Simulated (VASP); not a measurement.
# Tl in VASP: a series of runs, part 3 of 3

VASP 6.6.1.

### 6 Single point, PBE

INCAR

```
SYSTEM = Tl
ALGO = Normal ; EDIFF = 1E-6
ENCUT = 520 ; GGA = PE
ISIF = 2 ; ISMEAR = -1
LASPH = .True. ; LCHARG = .True.
LELF = .True. ; LREAL = .False.
LVHAR = .True. ; LWAVE = .False.
NBANDS = 12 ; NELM = 60
PREC = Accurate ; SIGMA = 0.005
```

KPOINTS

```
k-points
0
Gamma
  8 8 8
  0 0 0
```

POSCAR

```
Tl
1.0
   -1.9559951735      1.9559951735      1.9559951735
    1.9559951735     -1.9559951735      1.9559951735
    1.9559951735      1.9559951735     -1.9559951735
Tl
1
Direct
    0.0000000000      0.0000000000      0.0000000000
```

Potentials or basis: VASP PAW PBE potentials, release 64 (Tl_d).

Launch:

```
> cat potpaw_PBE.64/Tl_d/POTCAR > POTCAR
> mpirun -np 1 vasp_std > vasp.out
```

OUTCAR:

```text
SYSTEM = Tl
   EDIFF = 1E-6
   ENCUT = 520
   GGA = PE
   ISIF = 2
   ISMEAR = -1
   LASPH = .True.
   LREAL = .False.
   NELM = 60
   PREC = Accurate

 ion  position               nearest neighbor table
   1  0.000  0.000  0.000-

  LATTYP: Found a body centered cubic cell.
 ALAT       =     3.9119903470

  Lattice vectors:

 A1 = (  -1.9559951735,   1.9559951735,   1.9559951735)
 A2 = (   1.9559951735,  -1.9559951735,   1.9559951735)
 A3 = (   1.9559951735,   1.9559951735,  -1.9559951735)

Analysis of symmetry for initial positions (statically):
=====================================================================
 Subroutine PRICEL returns:
 Original cell was already a primitive cell.

 Routine SETGRP: Setting up the symmetry group for a
 body centered cubic supercell.

 Subroutine GETGRP returns: Found 48 space group operations
 (whereof 48 operations were pure point group operations)
 out of a pool of 48 trial point group operations.

The static configuration has the point symmetry O_h .

Analysis of symmetry for dynamics (positions and initial velocities):
[... 165 lines left out ...]
  band No.  band energies     occupation
      1      -5.5049      2.00000
      2      -5.5049      2.00000
      3      -5.5049      2.00000
      4      -5.1184      2.00000
      5      -5.1184      2.00000
      6      -3.6310      2.00000
      7      16.4667      0.00000
      8      16.4667      0.00000
      9      16.4667      0.00000
     10      18.3417      0.00000
     11      18.3417      0.00000
     12      18.3417      0.00000
[... 331 lines left out ...]
 k-point    24 :      -0.3750    0.3750    0.2500
  band No.  band energies     occupation
      1      -5.4984      2.00000
      2      -5.3747      2.00000
      3      -5.3026      2.00000
      4      -5.1834      2.00000
      5      -5.0023      2.00000
      6       0.7138      2.00000
      7       7.0039      0.00000
      8       9.6511      0.00000
      9      10.5653      0.00000
     10      14.2670      0.00000
     11      18.6342      0.00000
     12      21.1106      0.00000

 [... further k-points ...]

------------------------ aborting loop because EDIFF is reached ----------------------------------------

  FORCE on cell =-STRESS in cart. coord.  units (eV):
  Direction    XX          YY          ZZ          XY          YZ          ZX
  --------------------------------------------------------------------------------------
  -------------------------------------------------------------------------------------
  Total        0.3029814      0.3029814      0.3029814     -0.0000000     -0.0000000     -0.0000000
  in kB       16.2167294     16.2167294     16.2167294     -0.0000000     -0.0000000     -0.0000000
  external PRESSURE =      16.2167294 kB  Pullay stress =       0.0000000 kB

 VOLUME and BASIS-vectors are now :
 -----------------------------------------------------------------------------
  energy-cutoff  :      520.00
  volume of cell :       29.93
      direct lattice vectors                 reciprocal lattice vectors
    -1.955995174  1.955995174  1.955995174     0.000000000  0.255624353  0.255624353
     1.955995174 -1.955995174  1.955995174     0.255624353  0.000000000  0.255624353
     1.955995174  1.955995174 -1.955995174     0.255624353  0.255624353  0.000000000

 POSITION                                       TOTAL-FORCE (eV/Angst)
 -----------------------------------------------------------------------------------
      0.00000      0.00000      0.00000         0.000000      0.000000     -0.000000
 -----------------------------------------------------------------------------------
    total drift:                               -0.000000     -0.000000     -0.000000

  FREE ENERGIE OF THE ION-ELECTRON SYSTEM (eV)
  ---------------------------------------------------
  free  energy   TOTEN  =        -2.1934906405 eV

  energy  without entropy=       -2.1929510518  energy(sigma->0) =       -2.19322085
```

OSZICAR:

```text
N       E                     dE             d eps       ncg     rms          rms(c)
DAV:   1     0.519942838795E+02    0.51994E+02   -0.67465E+03   712   0.946E+02
DAV:   2    -0.159959206387E+01   -0.53594E+02   -0.52650E+02   800   0.216E+02
DAV:   3    -0.221448730329E+01   -0.61490E+00   -0.61449E+00   832   0.210E+01
DAV:   4    -0.221740617816E+01   -0.29189E-02   -0.29188E-02   812   0.165E+00
DAV:   5    -0.221744390073E+01   -0.37723E-04   -0.37722E-04   808   0.181E-01    0.190E+00
DAV:   6    -0.219720218108E+01    0.20242E-01   -0.32427E-02   768   0.167E+00    0.135E+00
DAV:   7    -0.219366720453E+01    0.35350E-02   -0.10898E-02   824   0.959E-01    0.574E-01
DAV:   8    -0.219348512581E+01    0.18208E-03   -0.43965E-04   768   0.199E-01    0.300E-02
DAV:   9    -0.219348832292E+01   -0.31971E-05   -0.43943E-06   800   0.209E-02    0.103E-02
DAV:  10    -0.219349063030E+01   -0.23074E-05   -0.19341E-06   784   0.131E-02    0.718E-04
DAV:  11    -0.219349064052E+01   -0.10214E-07   -0.42458E-08   420   0.157E-03
   1 F= -.21934906E+01 E0= -.21932208E+01  d E =-.539589E-03
```

stdout:

```text
POSCAR found type information on POSCAR Tl
 POSCAR found :  1 types and       1 ions
 scaLAPACK will be used
 LDA part: xc-table for (Slater+PW92), standard interpolation
 POSCAR, INCAR and KPOINTS ok, starting setup
 FFT: planning ... GRIDC
 FFT: planning ... GRID_SOFT
 FFT: planning ... GRID
 WAVECAR not read
 entering main loop
```

Wall time 19 s (1 thread of Intel Xeon 8259CL, shared host); peak memory 0.15 GiB.

What came out:

```yaml
Free_energy: -2.1935 eV
Pressure: 1.6 GPa
Band_gap_on_the_k_mesh: zero (an odd number of electrons rules out a gap without spin polarisation)
```

Caveat: spin-orbit coupling is left out, which moves the levels of the heavy elements.

### 7 Summary

```csv
level,potentials or basis,spin,cell,k mesh,smearing,gap on the mesh (eV),pressure (GPa)
LDA,"VASP PAW LDA potentials, release 64 (Tl_d)","non-collinear, zero start, SOC","a = 3.418, b = 3.355, c = 3.345 Å, angles 108.2, 109.8, 109.3°, 1 atom",7 × 7 × 7,fermi-dirac 0.1 eV,-,-3.3
PBE,"VASP PAW PBE potentials, release 64 (Tl_d)",off,"a = 3.388 Å, angles 109.5°, 1 atom",8 × 8 × 8,fermi-dirac 0.05 eV,none,1.6
PBE,"VASP PAW PBE potentials, release 64 (Tl_d)",off,"a = 3.388 Å, angles 109.5°, 1 atom",8 × 8 × 8,fermi-dirac 0.025 eV,none,1.6
PBE,"VASP PAW PBE potentials, release 64 (Tl_d)",off,"a = 3.388 Å, angles 109.5°, 1 atom",8 × 8 × 8,fermi-dirac 0.01 eV,none,1.6
PBE,"VASP PAW PBE potentials, release 64 (Tl_d)",off,"a = 3.388 Å, angles 109.5°, 1 atom",8 × 8 × 8,fermi-dirac 0.005 eV,none,1.6
```

Alike in all rows: task single point; cutoff (eV) 520.

Caveats: spin-orbit coupling is left out, which moves the levels of the heavy elements (at least some runs); the cell stands under tension (at least some runs).

Total energies depend on the potentials used, so only differences within one code and one set of settings carry meaning.
